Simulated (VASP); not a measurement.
A run of VASP 6.6.1 is set up as follows.

Contents of INCAR:

```
SYSTEM = ZnS
PREC = Accurate ; ENCUT = 520
EDIFF = 1E-6 ; ISMEAR = -1
SIGMA = 0.08 ; LREAL = .False.
LASPH = .True. ; NELM = 80
ALGO = Normal ; ISIF = 2
LWAVE = .False. ; LCHARG = .False.
GGA = PS ; NBANDS = 16
```

File KPOINTS:

```
regular mesh
0
Gamma
  12 12 12
  0 0 0
```

POSCAR

```
ZnS
1.0
    0.0000000000      2.6777695933      2.6777695933
    2.6777695933      0.0000000000      2.6777695933
    2.6777695933      2.6777695933      0.0000000000
Zn S
1 1
Direct
    0.7500000000      0.7500000000      0.7500000000
    0.0000000000      0.0000000000      0.0000000000
```

Potentials or basis: VASP PAW PBE potentials, release 64 (Zn, S).

Launch:

```console
$ cat potpaw_PBE.64/Zn/POTCAR potpaw_PBE.64/S/POTCAR > POTCAR
$ mpirun -np 1 vasp_std > vasp.out
```

Task: What does it give for the pressure?

Result: 0.2 GPa.

Task: What does it give for the band gap on the k mesh?

Result: 2.10 eV, direct.

Caveat: the PAW data sets were made with another functional, which shifts forces and pressure a little. A k mesh can miss the band edges.
